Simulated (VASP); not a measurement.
# Sc (P6_3/mmc) in VASP: further runs, part 2 of 2

VASP 6.6.1.

## Step 4: Single point, LDA (strain -0.030 along x and y, +0.030 along z)

INCAR reads:

```
ALGO = Fast ; EDIFF = 1E-6
ENCUT = 520 ; GGA = CA
ISIF = 2 ; ISMEAR = 0
LASPH = T ; LCHARG = F
LREAL = F ; LWAVE = F
NBANDS = 18 ; NELM = 60
PREC = Accurate ; SIGMA = 0.15
```

KPOINTS reads:

```
k-points
0
Gamma
  18 18 10
```

POSCAR reads:

```
Sc
1.0
    3.2095339604      0.0000000000      0.0000000000
   -1.6047669802      2.7795379440      0.0000000000
    0.0000000000      0.0000000000      5.4260400000
Sc
2
Direct
    0.3333333333      0.6666666667      0.2500000000
    0.6666666667      0.3333333333      0.7500000000
```

Run with:

```console
> cat potpaw_LDA.64/Sc_sv/POTCAR > POTCAR
> mpirun -np 1 vasp_std > vasp.out
```

Run time: 65 s. Hardware: 1 thread of Intel Xeon 6975P-C (Granite Rapids), shared host; peak memory 0.26 GiB.

The run converged. Its results:

```
Free energy            : -13.3785 eV
Pressure               : -3.6 GPa
Band gap on the k mesh : zero (band 11 reaches 4.22 eV, above the bottom of band 12 at 3.13 eV)
```

Stress tensor (GPa, compression positive):
```
-1.71  0.00  0.00
 0.00 -1.71  0.00
 0.00  0.00 -7.27
```

Levels at points of the mesh, in eV from the Fermi level:
| k point | band 7 | band 8 | band 9 | band 10 | band 11 | band 12 | band 13 | band 14 | band 15 | band 16 |
| --- | --- | --- | --- | --- | --- | --- | --- | --- | --- | --- |
| (0.00, 0.00, 0.00) | -27.51 | -27.51 | -5.13 | -1.85 | 0.18 | 1.35 | 1.61 | 1.61 | 1.96 | 1.96 |
| (0.50, 0.00, 0.00) | -27.61 | -27.58 | -1.53 | -1.08 | -0.80 | -0.07 | 1.04 | 1.55 | 1.61 | 3.90 |
| (0.00, 0.00, 0.50) | -27.54 | -27.54 | -3.73 | -3.73 | 0.64 | 0.64 | 1.61 | 1.61 | 1.61 | 1.61 |
| (0.50, 0.00, 0.50) | -27.62 | -27.62 | -1.52 | -1.52 | -0.04 | -0.04 | 1.34 | 1.34 | 2.53 | 2.53 |

Caveat: the cell differs from its parent crystal (strain -0.030 along x and y, +0.030 along z).

## Step 5: Single point, LDA (strain +0.000 along x and y, -0.030 along z)

INCAR reads:

```
PREC     = Accurate       # precision mode
ENCUT    = 520            # plane-wave cutoff, eV
EDIFF    = 1E-7           # SCF threshold, eV
ISMEAR   = 0              # smearing method
SIGMA    = 0.15           # smearing width, eV
LREAL    = F              # projectors in reciprocal space
LASPH    = T              # aspherical terms in the spheres
NELM     = 80             # most SCF steps
ALGO     = Fast           # electronic algorithm
ISIF     = 2              # what is computed and relaxed
LWAVE    = F              # write WAVECAR
LCHARG   = T              # write CHGCAR
LELF     = T              # ELF
LVHAR    = T            
NBANDS   = 18             # bands
```

KPOINTS reads:

```
Automatic mesh
0
Gamma
  18 18 10
```

POSCAR reads:

```
Sc
1.0
    3.3087978973      0.0000000000      0.0000000000
   -1.6543989486      2.8655030350      0.0000000000
    0.0000000000      0.0000000000      5.1099600000
Sc
2
Direct
    0.3333333333      0.6666666667      0.2500000000
    0.6666666667      0.3333333333      0.7500000000
```

Potentials or basis: VASP PAW LDA potentials, release 64 (Sc_sv).

Run with:

```console
> cat potpaw_LDA.64/Sc_sv/POTCAR > POTCAR
> mpirun -np 1 vasp_std > vasp.out
```

OUTCAR:

```text
PREC = Accurate
   ENCUT = 520
   EDIFF = 1E-7
   ISMEAR = 0
   LREAL = F
   LASPH = T
   NELM = 80
   ISIF = 2

 ion  position               nearest neighbor table
   1  0.333  0.667  0.250-   2 3.19   2 3.19   2 3.19   2 3.19   2 3.19   2 3.19
   2  0.667  0.333  0.750-   1 3.19   1 3.19   1 3.19   1 3.19   1 3.19   1 3.19

  LATTYP: Found a hexagonal cell.
 ALAT       =     3.3087978973
 C/A-ratio  =     1.5443554302

  Lattice vectors:

 A1 = (   3.3087978973,   0.0000000000,   0.0000000000)
 A2 = (  -1.6543989486,   2.8655030350,   0.0000000000)
[... 193 lines left out ...]
      5     -24.0362      2.00000
      6     -23.9599      2.00000
[... 481 lines left out ...]
      5     -24.2088      2.00000
      6     -24.1381      2.00000
[... 10 lines left out ...]
     17       7.2976      0.00000
     18       7.6181      0.00000

 [... further k-points ...]
[... 5 lines left out ...]
  --------------------------------------------------------------------------------------
  -------------------------------------------------------------------------------------
  Total       -1.1909117     -1.1909117     -1.1226809     -0.0000000      0.0000000     -0.0000000
  in kB      -39.3823411    -39.3823411    -37.1260133     -0.0000000      0.0000000     -0.0000000
  external PRESSURE =     -38.6302318 kB  Pullay stress =       0.0000000 kB

 VOLUME and BASIS-vectors are now :
 -----------------------------------------------------------------------------
  energy-cutoff  :      520.00
  volume of cell :       48.45
      direct lattice vectors                 reciprocal lattice vectors
     3.308797897  0.000000000  0.000000000     0.302224563  0.174489433  0.000000000
    -1.654398949  2.865503035  0.000000000     0.000000000  0.348978866  0.000000000
     0.000000000  0.000000000  5.109960000     0.000000000  0.000000000  0.195696248

 POSITION                                       TOTAL-FORCE (eV/Angst)
 -----------------------------------------------------------------------------------
     -0.00000      1.91034      1.27749        -0.000000     -0.000000      0.000000
      1.65440      0.95517      3.83247         0.000000      0.000000      0.000000
 -----------------------------------------------------------------------------------
    total drift:                                0.000000     -0.000000      0.000000

  FREE ENERGIE OF THE ION-ELECTRON SYSTEM (eV)
  ---------------------------------------------------
  free  energy   TOTEN  =       -13.4288941950 eV

  energy  without entropy=      -13.3838391672  energy(sigma->0) =      -13.40636668
```

OSZICAR:

```text
N       E                     dE             d eps       ncg     rms          rms(c)
DAV:   1     0.360255650223E+03    0.36026E+03   -0.10782E+04  8000   0.133E+03
DAV:   2     0.558449705423E+01   -0.35467E+03   -0.34775E+03 10216   0.559E+02
DAV:   3    -0.144598730440E+02   -0.20044E+02   -0.19234E+02 13268   0.167E+02
DAV:   4    -0.148371713448E+02   -0.37730E+00   -0.37351E+00 12228   0.203E+01
DAV:   5    -0.148416537651E+02   -0.44824E-02   -0.44790E-02 13782   0.257E+00    0.772E+00
RMM:   6    -0.135197140162E+02    0.13219E+01   -0.17542E+00  8870   0.182E+01    0.256E+00
RMM:   7    -0.134422652123E+02    0.77449E-01   -0.33115E+00 11086   0.134E+01    0.132E+00
RMM:   8    -0.134198212658E+02    0.22444E-01   -0.19773E-01  9559   0.577E+00    0.501E-01
RMM:   9    -0.134271127546E+02   -0.72915E-02   -0.12478E-01 11973   0.155E+00    0.128E-01
RMM:  10    -0.134284408692E+02   -0.13281E-02   -0.21196E-02 12699   0.683E-01    0.798E-02
RMM:  11    -0.134287350753E+02   -0.29421E-03   -0.48779E-03 11582   0.595E-01    0.445E-02
RMM:  12    -0.134288408291E+02   -0.10575E-03   -0.23225E-03 11977   0.292E-01    0.177E-02
RMM:  13    -0.134288929034E+02   -0.52074E-04   -0.61825E-04 13331   0.949E-02    0.171E-02
RMM:  14    -0.134288933294E+02   -0.42595E-06   -0.13326E-04 12700   0.652E-02    0.844E-03
RMM:  15    -0.134288936279E+02   -0.29856E-06   -0.36364E-05 12133   0.321E-02    0.414E-03
RMM:  16    -0.134288937998E+02   -0.17186E-06   -0.12475E-05 11678   0.261E-02    0.623E-04
RMM:  17    -0.134288941008E+02   -0.30103E-06   -0.32596E-06 10875   0.104E-02    0.266E-04
RMM:  18    -0.134288941950E+02   -0.94195E-07   -0.96770E-07  9529   0.651E-03
   1 F= -.13428894E+02 E0= -.13406367E+02  d E =-.450550E-01
```

It took 2.2 min on 1 thread of Intel Xeon 6975P-C (Granite Rapids), shared host; peak memory 0.27 GiB.

Results:

- Free energy: -13.4289 eV
- Pressure: -3.9 GPa
- Band gap on the k mesh: zero (band 11 reaches 4.55 eV, above the bottom of band 12 at 3.01 eV)

Levels at points of the mesh, in eV from the Fermi level:
| k point | band 8 | band 9 | band 10 | band 11 | band 12 | band 13 | band 14 | band 15 |
| --- | --- | --- | --- | --- | --- | --- | --- | --- |
| (0.00, 0.00, 0.00) | -27.48 | -5.10 | -1.65 | 0.81 | 1.55 | 1.55 | 1.87 | 2.02 |
| (0.50, 0.00, 0.00) | -27.56 | -1.63 | -1.07 | -0.69 | -0.31 | 1.26 | 1.33 | 1.90 |
| (0.00, 0.00, 0.50) | -27.55 | -3.52 | -3.52 | 0.99 | 0.99 | 1.45 | 1.45 | 1.45 |
| (0.50, 0.00, 0.50) | -27.60 | -1.50 | -1.50 | 0.09 | 0.09 | 1.34 | 1.34 | 2.33 |

Caveat: the cell differs from its parent crystal (strain +0.000 along x and y, -0.030 along z).

## Step 6: Single point, LDA (strain +0.000 along x and y, +0.030 along z)

INCAR reads:

```
PREC = Accurate
ENCUT = 520
EDIFF = 1E-7
ISMEAR = 0
SIGMA = 0.15
LREAL = False
LASPH = True
NELM = 60
ALGO = Fast
ISIF = 2
LWAVE = False
LCHARG = False
NBANDS = 18
```

KPOINTS reads:

```
regular mesh
0
Gamma
  18 18 10
```

Edit POSCAR of step 5 so:

```diff
@@ -4,3 +4,3 @@
    -1.6543989486      2.8655030350      0.0000000000
-    0.0000000000      0.0000000000      5.1099600000
+    0.0000000000      0.0000000000      5.4260400000
 Sc
```

Potentials or basis: VASP PAW LDA potentials, release 64 (Sc_sv).

Run with:

```console
> cat potpaw_LDA.64/Sc_sv/POTCAR > POTCAR
> mpirun -np 1 vasp_std > vasp.out
```

It took 2.1 min on 1 thread of Intel Xeon 6975P-C (Granite Rapids), shared host; peak memory 0.27 GiB.

The run converged. Its results:

| Quantity | Value |
| --- | --- |
| Free energy | -13.3124 eV |
| Pressure | -6.3 GPa |
| Band gap on the k mesh | zero (band 11 reaches 3.96 eV, above the bottom of band 12 at 2.81 eV) |

Stress tensor (GPa, compression positive):
```
-5.21  0.00  0.00
 0.00 -5.21  0.00
 0.00  0.00 -8.51
```

Levels at points of the mesh, in eV from the Fermi level:
```tsv
k point	band 7	band 8	band 9	band 10	band 11	band 12	band 13	band 14	band 15	band 16
(0.00, 0.00, 0.00)	-27.70	-27.70	-5.01	-1.71	0.27	1.45	1.51	1.51	1.86	1.86
(0.50, 0.00, 0.00)	-27.78	-27.75	-1.53	-1.00	-0.69	-0.20	1.06	1.42	1.55	3.63
(0.00, 0.00, 0.50)	-27.73	-27.73	-3.61	-3.61	0.73	0.73	1.49	1.49	1.49	1.49
(0.50, 0.00, 0.50)	-27.79	-27.79	-1.43	-1.43	0.01	0.01	1.20	1.20	2.32	2.32
```

Caveat: the cell differs from its parent crystal (strain +0.000 along x and y, +0.030 along z).

## Step 7: Summary

| cell | further INCAR settings | gap on the mesh (eV) | pressure (GPa) |
| --- | --- | --- | --- |
| a = 3.210, b = 3.210, c = 5.110 Å, angles 90.0, 90.0, 120.0°, 2 atoms | ALGO = Fast; EDIFF = 1e-06; NBANDS = 18 | none | -0.5 |
| a = 3.210, b = 3.210, c = 5.268 Å, angles 90.0, 90.0, 120.0°, 2 atoms | ALGO = Fast; EDIFF = 1e-07; NBANDS = 18 | none | -2.2 |
| a = 3.210, b = 3.210, c = 5.426 Å, angles 90.0, 90.0, 120.0°, 2 atoms | ALGO = Fast; EDIFF = 1e-06; NBANDS = 18 | none | -3.6 |
| a = 3.309, b = 3.309, c = 5.110 Å, angles 90.0, 90.0, 120.0°, 2 atoms | ALGO = Fast; EDIFF = 1e-07; NBANDS = 18 | none | -3.9 |
| a = 3.309, b = 3.309, c = 5.426 Å, angles 90.0, 90.0, 120.0°, 2 atoms | ALGO = Fast; EDIFF = 1e-07; NBANDS = 18 | none | -6.3 |

Alike in all rows: task single point; level LDA; potentials or basis VASP PAW LDA potentials, release 64 (Sc_sv); no spin polarisation; k mesh 18 × 18 × 10; cutoff (eV) 520; smearing gaussian 0.15 eV.

Absolute energies hang on the potentials; compare differences alone.
